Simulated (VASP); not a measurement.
A run of VASP 6.6.1 is set up as follows.

The input INCAR:

```
SYSTEM = Bi
PREC = Accurate
ENCUT = 520
EDIFF = 1E-6
ISMEAR = -1
SIGMA = 0.05
LREAL = .False.
LASPH = .True.
NELM = 80
ALGO = Normal
ISIF = 2
LWAVE = .False.
LCHARG = .False.
GGA = PS
NBANDS = 22
```

KPOINTS

```
Automatic mesh
0
Gamma
  7 7 7
  0 0 0
```

File POSCAR:

```
Bi
1.0
    2.3119720748      1.3348176998      4.0152352947
   -2.3119720748      1.3348176998      4.0152352947
    0.0000000000     -2.6696353996      4.0152352947
Bi
2
Direct
    0.7660000000      0.7660000000      0.7660000000
    0.2340000000      0.2340000000      0.2340000000
```

Potentials or basis: VASP PAW PBE potentials, release 64 (Bi_d).

Run with:

```sh
$ cat potpaw_PBE.64/Bi_d/POTCAR > POTCAR
$ mpirun -np 1 vasp_std > vasp.out
```

Problem. Predict the largest force.

Solution. 0.112 eV/Å.

Problem. Predict the pressure.

Solution. -2.9 GPa.

Forces in eV/Å, atoms in the order of the input:
```
Bi   0.000  0.000  0.112
Bi   0.000  0.000 -0.112
```

Caveat: the PAW data sets were made with another functional, which shifts forces and pressure a little.
